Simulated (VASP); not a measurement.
# Na3ScAg (Pm-3m) in VASP: single point with PBE

Aim: the single point of Na3ScAg with PBE.

Program: VASP 6.6.1. These are calculated values, not measurements. Logs are shortened: lines on timing, memory, paths and dates and some standing lists are left out, and cuts for length are marked.

### Step 1. The cell of the first run

It takes space group Pm-3m (No. 221, cubic). Conventional cell: a = 5.525 Å, b = 5.525 Å, c = 5.525 Å, α = 90.00°, β = 90.00°, γ = 90.00°. Within 3.6 Å of Na (site symmetry 4/mmm) lie 2 Ag at 2.76 Å. Sc (site symmetry m-3m) has 12 Na at 3.91 Å and 8 Ag at 4.79 Å within 5.1 Å. Within 3.6 Å of Ag (site symmetry m-3m) lie 6 Na at 2.76 Å.

The cell was generated, and may not be a known phase.

### Step 2. Single point, PBE, collinear spin

File INCAR:

```
SYSTEM = Na3ScAg
PREC = Accurate
ENCUT = 520
EDIFF = 1E-6
ISMEAR = 0
SIGMA = 0.1
LREAL = .False.
LASPH = .True.
NELM = 150
ALGO = Normal
ISIF = 2
LWAVE = .False.
LCHARG = .True.
ISPIN = 2
MAGMOM = 0 0 0 0.77 0
LORBIT = 11
LMAXMIX = 4
GGA = PE
LELF = .True.
LVHAR = .True.
NBANDS = 34
```

File KPOINTS:

```
Automatic mesh
0
Gamma
  8 8 8
  0 0 0
```

File POSCAR:

```
Na3ScAg
1.0
    5.5254155392      0.0000000000      0.0000000000
    0.0000000000      5.5254155392      0.0000000000
    0.0000000000      0.0000000000      5.5254155392
Na Sc Ag
3 1 1
Direct
    0.0000000000      0.5000000000      0.5000000000
    0.5000000000      0.0000000000      0.5000000000
    0.5000000000      0.5000000000      0.0000000000
    0.0000000000      0.0000000000      0.0000000000
    0.5000000000      0.5000000000      0.5000000000
```

Potentials or basis: VASP PAW PBE potentials, release 64 (Na_pv, Sc_sv, Ag).

On the command line:

```console
> cat potpaw_PBE.64/Na_pv/POTCAR potpaw_PBE.64/Sc_sv/POTCAR potpaw_PBE.64/Ag/POTCAR > POTCAR
> mpirun -np 1 vasp_std > vasp.out
```

OUTCAR:

```text
SYSTEM = Na3ScAg
   PREC = Accurate
   ENCUT = 520
   EDIFF = 1E-6
   ISMEAR = 0
   LREAL = .False.
   LASPH = .True.
   NELM = 150
   ISIF = 2
   ISPIN = 2
   LORBIT = 11
   GGA = PE

 ion  position               nearest neighbor table
   1  0.000  0.500  0.500-   5 2.76   5 2.76
   2  0.500  0.000  0.500-   5 2.76   5 2.76
   3  0.500  0.500  0.000-   5 2.76   5 2.76
   4  0.000  0.000  0.000-
   5  0.500  0.500  0.500-   1 2.76   2 2.76   3 2.76   3 2.76   2 2.76   1 2.76

  LATTYP: Found a simple cubic cell.
 ALAT       =     5.5254155392

  Lattice vectors:

 A1 = (   5.5254155392,   0.0000000000,   0.0000000000)
 A2 = (   0.0000000000,   5.5254155392,   0.0000000000)
 A3 = (   0.0000000000,   0.0000000000,   5.5254155392)

Analysis of symmetry for initial positions (statically):
=====================================================================
 Subroutine PRICEL returns:
 Original cell was already a primitive cell.

 Routine SETGRP: Setting up the symmetry group for a
 simple cubic supercell.

 Subroutine GETGRP returns: Found 48 space group operations
 (whereof 48 operations were pure point group operations)
 out of a pool of 48 trial point group operations.

The static configuration has the point symmetry O_h .

Analysis of symmetry for dynamics (positions and initial velocities):
=====================================================================
 Subroutine PRICEL returns:
 Original cell was already a primitive cell.

 Routine SETGRP: Setting up the symmetry group for a
 simple cubic supercell.

 Subroutine GETGRP returns: Found 48 space group operations
 (whereof 48 operations were pure point group operations)
 out of a pool of 48 trial point group operations.

The dynamic configuration has the point symmetry O_h .

Analysis of structural, dynamic, and magnetic symmetry:
=====================================================================
 Subroutine PRICEL returns:
 Original cell was already a primitive cell.

 Routine SETGRP: Setting up the symmetry group for a
 simple cubic supercell.

 Subroutine GETGRP returns: Found 48 space group operations
 (whereof 48 operations were pure point group operations)
 out of a pool of 48 trial point group operations.

The overall configuration has the point symmetry O_h .

 Subroutine INISYM returns: Found 48 space group operations
 (whereof 48 operations are pure point group operations),
 and found     1 'primitive' translations

----------------------------------------------------------------------------------------

                                     Primitive cell

  volume of cell :     168.6921

  direct lattice vectors                    reciprocal lattice vectors
     5.525415539  0.000000000  0.000000000     0.180981863  0.000000000  0.000000000
     0.000000000  5.525415539  0.000000000     0.000000000  0.180981863  0.000000000
     0.000000000  0.000000000  5.525415539     0.000000000  0.000000000  0.180981863

  length of vectors
     5.525415539  5.525415539  5.525415539     0.180981863  0.180981863  0.180981863

  position of ions in fractional coordinates (direct lattice)
     0.000000000  0.500000000  0.500000000
     0.500000000  0.000000000  0.500000000
     0.500000000  0.500000000  0.000000000
     0.000000000  0.000000000  0.000000000
     0.500000000  0.500000000  0.500000000

  ion indices of the primitive-cell ions
   primitive index   ion index
                 1           1
                 2           2
                 3           3
                 4           4
                 5           5

----------------------------------------------------------------------------------------

 KPOINTS: Automatic mesh

Automatic generation of k-mesh.
 Grid dimensions read from file:
 generate k-points for:    8    8    8

 Generating k-lattice:

  Cartesian coordinates                     Fractional coordinates (reciprocal lattice)
     0.022622733  0.000000000  0.000000000     0.125000000  0.000000000  0.000000000
     0.000000000  0.022622733  0.000000000     0.000000000  0.125000000  0.000000000
     0.000000000  0.000000000  0.022622733     0.000000000  0.000000000  0.125000000

  Length of vectors
     0.022622733  0.022622733  0.022622733

  Shift w.r.t. Gamma in fractional coordinates (k-lattice)
     0.000000000  0.000000000  0.000000000

 Subroutine IBZKPT returns following result:
 ===========================================

 Found     35 irreducible k-points:

 Following reciprocal coordinates:
            Coordinates               Weight
  0.000000  0.000000  0.000000      1.000000
  0.125000  0.000000  0.000000      6.000000
  0.250000  0.000000  0.000000      6.000000
  0.375000  0.000000  0.000000      6.000000
  0.500000  0.000000  0.000000      3.000000
  0.125000  0.125000  0.000000     12.000000
[... 16 lines left out ...]
  0.375000  0.375000  0.125000     24.000000
  0.500000  0.375000  0.125000     24.000000
 [... further k-points ...]
   k-points           NKPTS =     35   k-points in BZ     NKDIM =     35   number of bands    NBANDS=     34
   number of dos      NEDOS =    301   number of ions     NIONS =      5
   total plane-waves  NPLWV =  74088
   dimension x,y,z NGX =    42 NGY =   42 NGZ =   42
   dimension x,y,z NGXF=    84 NGYF=   84 NGZF=   84
   ions per type =               3   1   1
   NGX,Y,Z   is equivalent  to a cutoff of  12.64, 12.64, 12.64 a.u.
   NGXF,Y,Z  is equivalent  to a cutoff of  25.27, 25.27, 25.27 a.u.
 SYSTEM =  Na3ScAg
   PREC   = accura    normal or accurate (medium, high low for compatibility)
   ISTART =      0    job   : 0-new  1-cont  2-samecut
   ICHARG =      2    charge: 1-file 2-atom 10-const
   ISPIN  =      2    spin polarized calculation?
   LNONCOLLINEAR =      F non collinear calculations
   LSORBIT =      F    spin-orbit coupling
   LASPH  =      T    aspherical Exc in radial PAW
   ENCUT  =  520.0 eV  38.22 Ry    6.18 a.u.  10.27 10.27 10.27*2*pi/ulx,y,z
   NELM   =    150;   NELMIN=  2; NELMDL= -5     # of ELM steps
   EDIFF  = 0.1E-05   stopping-criterion for ELM
   LREAL  =      F    real-space projection
   EDIFFG = 0.1E-04   stopping-criterion for IOM
   NSW    =      0    number of steps for IOM
   IBRION =     -1    ionic relax: 0-MD 1-quasi-New 2-CG
   NFREE  =      0    steps in history (QN), initial steepest desc. (CG)
   ISIF   =      2    stress and relaxation
   ISYM   =      2    0-nonsym 1-usesym 2-fastsym
   POTIM  = 0.5000    time-step for ionic-motion
   TEBEG  =    0.0;   TEEND  =   0.0 temperature during run
   PSTRESS=    0.0 pullay stress
   NELECT =      43.0000    total number of electrons
   NUPDOWN=      -1.0000    fix difference up-down
   EMIN   =  10.00;   EMAX   =-10.00  energy-range for DOS
   EFERMI =   0.00;   METHOD = LEGACY
   ISMEAR =     0;   SIGMA  =   0.10  broadening in eV -4-tet -1-fermi 0-gaus
   EFERMI_NEDOS =   21; number of points for ismear=-14 and -15
   IALGO  =     38    algorithm
   IMIX   =      4    mixing-type and parameters
     AMIX     =   0.40;   BMIX     =  1.00
     AMIX_MAG =   1.60;   BMIX_MAG =  1.00
  volume/ion in A,a.u.               =      33.74       227.68
  Fermi-wavevector in a.u.,A,eV,Ry     =   1.038005  1.961545 14.659652  1.077454
  Thomas-Fermi vector in A             =   2.172469
   LORBIT       =     11    0 simple, 1 ext, 2 COOP (PROOUT), +10 PAW based schemes
   GGA     = PE    functional components
   LHFCALC =     F    Hartree Fock is set to
   AEXX    =    0.0000 exact exchange contribution
   IVDW    =     0    specifies the selected vdW correction
   LEPSILON=     F    determine dielectric tensor
   LRPA    =     F    only Hartree local field effects (RPA)
 spin polarized calculation
 Gauss-broadening in eV      SIGMA  =   0.10
  energy-cutoff  :      520.00
  volume of cell :      168.69
 maximum number of plane-waves:      4632
 NGX is ok and might be reduce to    42
   NGX = 21   NGY = 21   NGZ = 21

 number of electron      43.0000028 magnetization       1.1006184

 Free energy of the ion-electron system (eV)
  ---------------------------------------------------
  ext. energy  EPLUGINS =         0.00000000
  ---------------------------------------------------
  free energy    TOTEN  =       -10.26258792 eV

  energy without entropy =      -10.24319889  energy(sigma->0) =      -10.25289341

 E-fermi :   1.2109     XC(G=0):  -7.4537

 val. band max:        1.2082299738   @ k =   0.3750   0.2500   0.2500
 cond. band min:       1.2181951054   @ k =   0.5000   0.2500   0.2500
 fundamental gap:      0.0099651316
 Fermi energy:         1.2108542768

 spin component 1

 k-point     1 :       0.0000    0.0000    0.0000
  band No.  band energies     occupation
      1     -50.1203      1.00000
      2     -28.7283      1.00000
      3     -28.7283      1.00000
      4     -28.7283      1.00000
      5     -23.0206      1.00000
      6     -23.0206      1.00000
[... 25 lines left out ...]
     32       6.3133      0.00000
     33       6.3133      0.00000

 k-point     2 :       0.1250    0.0000    0.0000
  band No.  band energies     occupation
      1     -50.1203      1.00000
      2     -28.7284      1.00000
      3     -28.7283      1.00000
      4     -28.7283      1.00000
      5     -23.0207      1.00000
      6     -23.0204      1.00000
[... 25 lines left out ...]
     32       5.9524      0.00000
     33       5.9524      0.00000
[... 754 lines left out ...]
     32       6.4317      0.00000
     33       6.9536      0.00000

 k-point    24 :       0.5000    0.3750    0.1250
  band No.  band energies     occupation
      1     -50.1203      1.00000
      2     -28.7286      1.00000
      3     -28.7285      1.00000
      4     -28.7283      1.00000
      5     -23.0287      1.00000
      6     -23.0165      1.00000
[... 25 lines left out ...]
     32       6.4451      0.00000
     33       6.6587      0.00000

 [... further k-points ...]

 spin component 2

 k-point     1 :       0.0000    0.0000    0.0000
  band No.  band energies     occupation
      1     -49.5243      1.00000
      2     -28.1264      1.00000
      3     -28.1264      1.00000
      4     -28.1264      1.00000
      5     -23.0204      1.00000
      6     -23.0204      1.00000
[... 25 lines left out ...]
     32       6.5382      0.00000
     33       6.5382      0.00000

 k-point     2 :       0.1250    0.0000    0.0000
  band No.  band energies     occupation
      1     -49.5243      1.00000
      2     -28.1264      1.00000
      3     -28.1264      1.00000
      4     -28.1264      1.00000
      5     -23.0205      1.00000
      6     -23.0202      1.00000
[... 25 lines left out ...]
     32       6.1382      0.00000
     33       6.1712      0.00000
[... 754 lines left out ...]
     32       6.5759      0.00000
     33       7.1896      0.00000

 k-point    24 :       0.5000    0.3750    0.1250
  band No.  band energies     occupation
      1     -49.5243      1.00000
      2     -28.1266      1.00000
      3     -28.1266      1.00000
      4     -28.1264      1.00000
      5     -23.0288      1.00000
      6     -23.0165      1.00000
[... 25 lines left out ...]
     32       6.5364      0.00000
     33       6.8937      0.00000

 [... further k-points ...]

 [bands above 33 left out]

------------------------ aborting loop because EDIFF is reached ----------------------------------------

  FORCE on cell =-STRESS in cart. coord.  units (eV):
  Direction    XX          YY          ZZ          XY          YZ          ZX
  --------------------------------------------------------------------------------------
  -------------------------------------------------------------------------------------
  Total        0.0161127      0.0161127      0.0161127      0.0000000     -0.0000000      0.0000000
  in kB        0.1530322      0.1530322      0.1530322      0.0000000     -0.0000000      0.0000000
  external PRESSURE =       0.1530322 kB  Pullay stress =       0.0000000 kB

 VOLUME and BASIS-vectors are now :
 -----------------------------------------------------------------------------
  energy-cutoff  :      520.00
  volume of cell :      168.69
      direct lattice vectors                 reciprocal lattice vectors
     5.525415539  0.000000000  0.000000000     0.180981863  0.000000000  0.000000000
     0.000000000  5.525415539  0.000000000     0.000000000  0.180981863  0.000000000
     0.000000000  0.000000000  5.525415539     0.000000000  0.000000000  0.180981863

 POSITION                                       TOTAL-FORCE (eV/Angst)
 -----------------------------------------------------------------------------------
      0.00000      2.76271      2.76271         0.000000      0.000000      0.000000
      2.76271      0.00000      2.76271         0.000000      0.000000      0.000000
      2.76271      2.76271      0.00000         0.000000      0.000000      0.000000
      0.00000      0.00000      0.00000         0.000000      0.000000      0.000000
      2.76271      2.76271      2.76271         0.000000      0.000000      0.000000
 -----------------------------------------------------------------------------------
    total drift:                                0.000000     -0.000000     -0.000000

  FREE ENERGIE OF THE ION-ELECTRON SYSTEM (eV)
  ---------------------------------------------------
  free  energy   TOTEN  =       -10.2625879196 eV

  energy  without entropy=      -10.2431988917  energy(sigma->0) =      -10.25289341

 total charge

# of ion       s       p       d       tot
------------------------------------------
    1        0.100   5.979   0.000   6.079
    2        0.100   5.979   0.000   6.079
    3        0.100   5.979   0.000   6.079
    4        2.252   5.987   0.917   9.155
    5        0.577   0.119   9.201   9.897
--------------------------------------------------
tot          3.128  24.042  10.118  37.288

 magnetization (x)

# of ion       s       p       d       tot
------------------------------------------
    1       -0.001   0.002   0.000   0.001
    2       -0.001   0.002   0.000   0.001
    3       -0.001   0.002   0.000   0.001
    4        0.018   0.009   0.640   0.668
    5        0.003  -0.005   0.006   0.004
--------------------------------------------------
tot          0.017   0.010   0.646   0.673
```

Wall time 3.3 min (1 thread of Intel Xeon 6975P-C (Granite Rapids), shared host); peak memory 0.51 GiB.

What came out:

| Property | Result |
| --- | --- |
| Free energy | -10.2626 eV |
| Pressure | 0.0 GPa |
| Net moment | 1.10 μB per cell |
| Site moments | Na +0.00; Sc +0.67; Ag +0.00 μB |
| Valence electrons inside the program's atomic spheres | Na 6.08; Sc 9.15; Ag 9.90 |
